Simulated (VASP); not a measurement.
# Ni (Fm-3m) in VASP: notebook

The runs below take Ni through single point, with PBE.

Program: VASP 6.6.1. These are calculated values, not measurements. Logs are shortened: lines on timing, memory, paths and dates and some standing lists are left out, and cuts for length are marked.

### Step 1. The cell of the first run

It takes space group Fm-3m (No. 225, cubic). The conventional cell has a = 3.387 Å, b = 3.387 Å, c = 3.387 Å, α = 90.00°, β = 90.00°, γ = 90.00°. Ni (site symmetry m-3m) has 12 Ni at 2.40 Å within 3.2 Å.

### Step 2. Single point, PBE, collinear spin, ferromagnetic start

The input, INCAR:

```
SYSTEM = Ni
ALGO = Normal
EDIFF = 1E-6
ENCUT = 520
GGA = PE
ISIF = 2
ISMEAR = -1
ISPIN = 2
LASPH = .True.
LCHARG = .False.
LMAXMIX = 4
LORBIT = 11
LREAL = .False.
LWAVE = .False.
MAGMOM = 1
NBANDS = 15
NELM = 150
PREC = Accurate
SIGMA = 0.05
```

The input, KPOINTS:

```
k-points
0
Gamma
  13 13 13
  0 0 0
```

The input, POSCAR:

```
Ni
1.0
    0.0000000000      1.6937227033      1.6937227033
    1.6937227033      0.0000000000      1.6937227033
    1.6937227033      1.6937227033      0.0000000000
Ni
1
Direct
    0.0000000000      0.0000000000      0.0000000000
```

Potentials or basis: VASP PAW PBE potentials, release 64 (Ni).

Started as:

```console
$ cat potpaw_PBE.64/Ni/POTCAR > POTCAR
$ mpirun -np 1 vasp_std > vasp.out
```

OUTCAR:

```text
SYSTEM = Ni
   EDIFF = 1E-6
   ENCUT = 520
   GGA = PE
   ISIF = 2
   ISMEAR = -1
   ISPIN = 2
   LASPH = .True.
   LORBIT = 11
   LREAL = .False.
   NELM = 150
   PREC = Accurate

 ion  position               nearest neighbor table
   1  0.000  0.000  0.000-

  LATTYP: Found a face centered cubic cell.
 ALAT       =     3.3874454066

  Lattice vectors:

 A1 = (   0.0000000000,   1.6937227033,   1.6937227033)
 A2 = (   1.6937227033,   0.0000000000,   1.6937227033)
 A3 = (   1.6937227033,   1.6937227033,   0.0000000000)

Analysis of symmetry for initial positions (statically):
=====================================================================
 Subroutine PRICEL returns:
 Original cell was already a primitive cell.

 Routine SETGRP: Setting up the symmetry group for a
 face centered cubic supercell.

 Subroutine GETGRP returns: Found 48 space group operations
 (whereof 48 operations were pure point group operations)
 out of a pool of 48 trial point group operations.

The static configuration has the point symmetry O_h .

Analysis of symmetry for dynamics (positions and initial velocities):
=====================================================================
 Subroutine PRICEL returns:
 Original cell was already a primitive cell.

 Routine SETGRP: Setting up the symmetry group for a
 face centered cubic supercell.

 Subroutine GETGRP returns: Found 48 space group operations
 (whereof 48 operations were pure point group operations)
 out of a pool of 48 trial point group operations.

The dynamic configuration has the point symmetry O_h .

Analysis of structural, dynamic, and magnetic symmetry:
=====================================================================
 Subroutine PRICEL returns:
 Original cell was already a primitive cell.

 Routine SETGRP: Setting up the symmetry group for a
 face centered cubic supercell.

 Subroutine GETGRP returns: Found 48 space group operations
 (whereof 48 operations were pure point group operations)
 out of a pool of 48 trial point group operations.

The overall configuration has the point symmetry O_h .

 Subroutine INISYM returns: Found 48 space group operations
 (whereof 48 operations are pure point group operations),
 and found     1 'primitive' translations

----------------------------------------------------------------------------------------

                                     Primitive cell

  volume of cell :       9.7176

  direct lattice vectors                    reciprocal lattice vectors
     0.000000000  1.693722703  1.693722703    -0.295207710  0.295207710  0.295207710
     1.693722703  0.000000000  1.693722703     0.295207710 -0.295207710  0.295207710
     1.693722703  1.693722703  0.000000000     0.295207710  0.295207710 -0.295207710
[... 119 lines left out ...]

 number of electron      10.0000000 magnetization       1.0000000

 number of electron       9.9999999 magnetization       0.6178984

 Free energy of the ion-electron system (eV)
  ---------------------------------------------------
  ext. energy  EPLUGINS =         0.00000000
  ---------------------------------------------------
  free energy    TOTEN  =        -5.38390484 eV

  energy without entropy =       -5.37248648  energy(sigma->0) =       -5.37819566

 E-fermi :  11.0754     XC(G=0): -13.9362

 val. band max:       11.0747402166   @ k =  -0.4615   0.4615   0.0000
 cond. band min:      11.0892219538   @ k =  -0.3846   0.3077   0.0000
 fundamental gap:      0.0144817372
 Fermi energy:        11.0754308246

 spin component 1

 k-point     1 :       0.0000    0.0000    0.0000
  band No.  band energies     occupation
      1       1.2458      1.00000
      2       8.3355      1.00000
      3       8.3355      1.00000
      4       8.3355      1.00000
      5       9.7099      1.00000
      6       9.7099      1.00000
      7      35.7435      0.00000
      8      40.5084      0.00000
      9      40.5084      0.00000
     10      40.5084      0.00000
     11      43.9093      0.00000
     12      43.9093      0.00000
     13      43.9093      0.00000
     14      46.5258      0.00000
[... 403 lines left out ...]
      4       8.8018      1.00000
      5      10.5324      0.99998
      6      12.0530      0.00000
      7      19.8347      0.00000
      8      31.1215      0.00000
      9      33.1799      0.00000
     10      35.3805      0.00000
     11      45.7701      0.00000
     12      46.1883      0.00000
     13      49.6282      0.00000
     14      52.7588      0.00000
     15      57.5135      0.00000

 [... further k-points ...]

 spin component 2

 k-point     1 :       0.0000    0.0000    0.0000
  band No.  band energies     occupation
      1       1.2291      1.00000
      2       9.0716      1.00000
      3       9.0716      1.00000
      4       9.0716      1.00000
      5      10.2899      1.00000
      6      10.2899      1.00000
      7      35.6165      0.00000
      8      40.4898      0.00000
      9      40.4898      0.00000
     10      40.4898      0.00000
     11      44.0331      0.00000
     12      44.0331      0.00000
     13      44.0331      0.00000
     14      46.4223      0.00000
[... 403 lines left out ...]
      4       9.4267      1.00000
      5      11.2748      0.01819
      6      12.5199      0.00000
      7      20.1212      0.00000
      8      31.1620      0.00000
      9      33.2708      0.00000
     10      35.4522      0.00000
     11      45.7702      0.00000
     12      46.2303      0.00000
     13      49.6990      0.00000
     14      53.1317      0.00000
     15      58.7230      0.00000

 [... further k-points ...]
[... 5 lines left out ...]
  --------------------------------------------------------------------------------------
  -------------------------------------------------------------------------------------
  Total        1.7921275      1.7921275      1.7921275      0.0000000      0.0000000      0.0000000
  in kB      295.4762394    295.4762394    295.4762394      0.0000000      0.0000000      0.0000000
  external PRESSURE =     295.4762394 kB  Pullay stress =       0.0000000 kB

 VOLUME and BASIS-vectors are now :
 -----------------------------------------------------------------------------
  energy-cutoff  :      520.00
  volume of cell :        9.72
      direct lattice vectors                 reciprocal lattice vectors
     0.000000000  1.693722703  1.693722703    -0.295207710  0.295207710  0.295207710
     1.693722703  0.000000000  1.693722703     0.295207710 -0.295207710  0.295207710
     1.693722703  1.693722703  0.000000000     0.295207710  0.295207710 -0.295207710

 POSITION                                       TOTAL-FORCE (eV/Angst)
 -----------------------------------------------------------------------------------
      0.00000      0.00000      0.00000         0.000000      0.000000     -0.000000
 -----------------------------------------------------------------------------------
    total drift:                                0.000000     -0.000000     -0.000000

  FREE ENERGIE OF THE ION-ELECTRON SYSTEM (eV)
  ---------------------------------------------------
  free  energy   TOTEN  =        -5.3839048432 eV

  energy  without entropy=       -5.3724864806  energy(sigma->0) =       -5.37819566

 total charge

# of ion       s       p       d       tot
------------------------------------------
    1        0.550   0.608   8.377   9.536

 magnetization (x)

# of ion       s       p       d       tot
------------------------------------------
    1       -0.005  -0.024   0.648   0.619
```

It took 26 s on 1 thread of Intel Xeon 8259CL, shared host; peak memory 0.14 GiB.

What came out:

| Item | Value |
| --- | --- |
| Free energy | -5.3839 eV |
| Pressure | 29.5 GPa |
| Net moment | 0.62 μB per cell |
| Site moments | Ni +0.62 μB |
| Valence electrons inside the program's atomic spheres | Ni 9.54 |

Caveat: the cell stands under pressure.

### Step 3. Single point, PBE, collinear spin, ferromagnetic start

This run uses another cell than the first one, of 10.03 Å³/atom.

The input, INCAR:

```
  PREC = Accurate
  ENCUT = 520
  EDIFF = 1E-6
  ISMEAR = -1
  SIGMA = 0.05
  LREAL = F
  LASPH = T
  NELM = 150
  ALGO = Fast
  ISIF = 2
  LWAVE = F
  LCHARG = F
  ISPIN = 2
  MAGMOM = 1
  LORBIT = 11
  LMAXMIX = 4
  GGA = PE
  NBANDS = 15
```

The input, KPOINTS:

```
Automatic mesh
0
Gamma
  13 13 13
```

The input, POSCAR:

```
Ni
1.0
    0.0000000000      1.7116735373      1.7116735373
    1.7116735373      0.0000000000      1.7116735373
    1.7116735373      1.7116735373      0.0000000000
Ni
1
Direct
    0.0000000000      0.0000000000      0.0000000000
```

Potentials or basis: VASP PAW PBE potentials, release 64 (Ni).

Started as:

```console
$ cat potpaw_PBE.64/Ni/POTCAR > POTCAR
$ mpirun -np 1 vasp_std > vasp.out
```

OUTCAR:

```text
PREC = Accurate
   ENCUT = 520
   EDIFF = 1E-6
   ISMEAR = -1
   LREAL = F
   LASPH = T
   NELM = 150
   ISIF = 2
   ISPIN = 2
   LORBIT = 11
   GGA = PE

 ion  position               nearest neighbor table
   1  0.000  0.000  0.000-

  LATTYP: Found a face centered cubic cell.
 ALAT       =     3.4233470746

  Lattice vectors:

 A1 = (   0.0000000000,   1.7116735373,   1.7116735373)
 A2 = (   1.7116735373,   0.0000000000,   1.7116735373)
 A3 = (   1.7116735373,   1.7116735373,   0.0000000000)

Analysis of symmetry for initial positions (statically):
[... 1072 lines left out ...]
  -------------------------------------------------------------------------------------
  Total        1.2330429      1.2330429      1.2330429     -0.0000000      0.0000000      0.0000000
  in kB      196.9681289    196.9681289    196.9681289     -0.0000000      0.0000000      0.0000000
  external PRESSURE =     196.9681289 kB  Pullay stress =       0.0000000 kB

 VOLUME and BASIS-vectors are now :
 -----------------------------------------------------------------------------
  energy-cutoff  :      520.00
  volume of cell :       10.03
      direct lattice vectors                 reciprocal lattice vectors
     0.000000000  1.711673537  1.711673537    -0.292111778  0.292111778  0.292111778
     1.711673537  0.000000000  1.711673537     0.292111778 -0.292111778  0.292111778
     1.711673537  1.711673537  0.000000000     0.292111778  0.292111778 -0.292111778

 POSITION                                       TOTAL-FORCE (eV/Angst)
 -----------------------------------------------------------------------------------
      0.00000      0.00000      0.00000         0.000000      0.000000      0.000000
 -----------------------------------------------------------------------------------
    total drift:                                0.000000     -0.000000     -0.000000

  FREE ENERGIE OF THE ION-ELECTRON SYSTEM (eV)
  ---------------------------------------------------
  free  energy   TOTEN  =        -5.4315532249 eV

  energy  without entropy=       -5.4196092997  energy(sigma->0) =       -5.42558126

 total charge

# of ion       s       p       d       tot
------------------------------------------
    1        0.535   0.575   8.357   9.467

 magnetization (x)

# of ion       s       p       d       tot
------------------------------------------
    1       -0.005  -0.024   0.653   0.624
```

Run time: 32 s. Hardware: 1 thread of Intel Xeon 8259CL, shared host; peak memory 0.14 GiB.

What came out:

* Free energy: -5.4316 eV
* Pressure: 19.7 GPa
* Net moment: 0.62 μB per cell
* Site moments: Ni +0.62 μB
* Valence electrons inside the program's atomic spheres: Ni 9.47

Caveat: the cell stands under pressure.
